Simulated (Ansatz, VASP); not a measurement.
## SnSe2: VASP beside Ansatz

```
Sn Se
1.0
     5.33794    3.08186    0.00000
    -5.33794    3.08186    0.00000
     0.00000    0.00000    5.11929
Sn Se
3 6
Cartesian
  1.7793 3.0819 0.0000
  0.0000 0.0000 0.0000
  -1.7793 3.0819 0.0000
  0.0000 2.0546 1.5845
  -1.7793 5.1364 1.5845
  -3.5586 2.0546 1.5845
  -3.5586 4.1091 3.5348
  0.0000 4.1091 3.5348
  -1.7793 1.0273 3.5348
```

Alike in both runs: task single point; functional LDA; k mesh 10 × 10 × 10; occupations gaussian, width 0.05 eV; no spin polarisation.

```csv
,VASP,Ansatz
version,VASP 6.6.1,Ansatz 0.2.0
potentials or method,"VASP PAW LDA potentials, release 64 (Sn_d, Se), cutoff 520 eV","scalar-relativistic, plane waves, PAW"
valence electrons in the cell,78,138
```

|  | VASP | Ansatz | Ansatz less VASP |
| --- | --- | --- | --- |
| gap on the k mesh at the Fermi level (eV) | none | none | - |
| pressure (GPa) | 25.5 | 25.0 | -0.50 |
| rms of the force components (eV/Å) | 0.010 | 0.001 | -0.0088 |

LDA's correlation is that of Perdew and Zunger in VASP and of Perdew and Wang (1992) in Ansatz. Atom by atom the forces differ by 0.011 eV/Å (rms over components). A gap of «none» marks a metal or a gap that the smearing closes. VASP's potentials hold 78 valence electrons a cell and Ansatz's 138, so a difference there can come from the potentials and not from the codes.
